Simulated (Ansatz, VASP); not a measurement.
## W: VASP beside Ansatz

```
W
1.0
    -1.59730    1.59730    1.59730
     1.59730   -1.59730    1.59730
     1.59730    1.59730   -1.59730
W
1
Cartesian
  0.0000 0.0000 0.0000
```

Alike in both runs: task single point; functional LDA; k mesh 8 × 8 × 8; occupations gaussian, width 0.1 eV; no spin polarisation.

|  | VASP | Ansatz |
| --- | --- | --- |
| version | VASP 6.6.1 | Ansatz 0.2.0 |
| potentials or method | VASP PAW LDA potentials, release 64 (W_sv), cutoff 500 eV | scalar-relativistic, plane waves, PAW |
| valence electrons in the cell | 14 | 14 |

Ansatz gave:

| Quantity | Value |
| --- | --- |
| gap on the k mesh at the Fermi level (eV) | none |
| pressure (GPa) | -16.4 |

Q: Estimate VASP's values.

A: gap on the k mesh at the Fermi level (eV): none; pressure (GPa): -14.8.

LDA's correlation is that of Perdew and Zunger in VASP and of Perdew and Wang (1992) in Ansatz. A gap of «none» marks a metal or a gap that the smearing closes.

Neither program's run includes spin-orbit coupling.
